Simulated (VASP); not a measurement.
Here is a VASP 6.6.1 calculation.

The input INCAR:

```
PREC = Accurate
ENCUT = 520
EDIFF = 1E-6
ISMEAR = -1
SIGMA = 0.06122561905347299
LREAL = F
LASPH = T
NELM = 80
ALGO = Normal
ISIF = 2
LWAVE = F
LCHARG = T
GGA = PE
LELF = T
LVHAR = T
NBANDS = 43
```

The input KPOINTS:

```
Automatic mesh
0
Gamma
  11 11 11
```

File POSCAR:

```
Cl2O3
1.0
    5.1671234026      0.0000000000      0.0000000000
    0.0000000000      5.1671234026      0.0000000000
    0.0000000000      0.0000000000      5.1671234026
Cl O
4 6
Direct
    0.2500000000      0.2500000000      0.2500000000
    0.7500000000      0.7500000000      0.2500000000
    0.7500000000      0.2500000000      0.7500000000
    0.2500000000      0.7500000000      0.7500000000
    0.5000000000      0.0000000000      0.0000000000
    0.0000000000      0.5000000000      0.0000000000
    0.0000000000      0.0000000000      0.5000000000
    0.5000000000      0.5000000000      0.0000000000
    0.5000000000      0.0000000000      0.5000000000
    0.0000000000      0.5000000000      0.5000000000
```

Potentials or basis: VASP PAW PBE potentials, release 64 (Cl, O).

Launch:

```bash
$ cat potpaw_PBE.64/Cl/POTCAR potpaw_PBE.64/O/POTCAR > POTCAR
$ mpirun -np 1 vasp_std > vasp.out
```

Problem. What does it give for the band gap on the k mesh?

Solution. Zero (bands 32 and 33 overlap by 0.96 eV).

Problem. Estimate the pressure.

Solution. -1.7 GPa.
